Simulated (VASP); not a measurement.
ZnS, 12 atoms in the cell. The structure is hexagonal, space group P6_3mc (No. 186). The conventional cell has a = 3.812 Å, b = 3.812 Å, c = 18.690 Å, α = 90.00°, β = 90.00°, γ = 120.00°. Within 3.1 Å of Zn (site symmetry 3m) lie 4 S at 2.33 to 2.34 Å. Within 3.1 Å of Zn (site symmetry 3m) lie 4 S at 2.33 to 2.34 Å. Within 3.1 Å of Zn (site symmetry 3m) lie 4 S at 2.33 to 2.34 Å. Within 3.1 Å of S (site symmetry 3m) lie 4 Zn at 2.33 to 2.34 Å. Within 3.1 Å of S (site symmetry 3m) lie 4 Zn at 2.33 to 2.34 Å. Within 3.1 Å of S (site symmetry 3m) lie 4 Zn at 2.33 to 2.34 Å. 

| Quantity | Value |
| --- | --- |
| Program | VASP 6.6.1 |
| Task | single point |
| Functional | RPBE |
| Potentials or basis | VASP PAW PBE potentials, release 64 (Zn, S) |
| Cutoff | 520 eV |
| k mesh | 8 × 8 × 2 |
| Occupations | fermi-dirac, width 0.05 eV |
| Spin | no spin polarisation |
| Dipole correction | no |
| Further INCAR settings | ALGO = Normal; EDIFF = 1e-06; NBANDS = 66 |

Potentials or basis: VASP PAW PBE potentials, release 64 (Zn, S).

The run is started by

```console
$ cat potpaw_PBE.64/Zn/POTCAR potpaw_PBE.64/S/POTCAR > POTCAR
$ mpirun -np 1 vasp_std > vasp.out
```

Hardware: 1 thread of Intel Xeon 8259CL (shared host).

Problem. Estimate the wall time of this run.

Solution. Wall time 21 min on 1 thread of Intel Xeon 8259CL, with other jobs on the host, peak memory 0.46 GiB. Counts: scf iterations 35, k points 20.
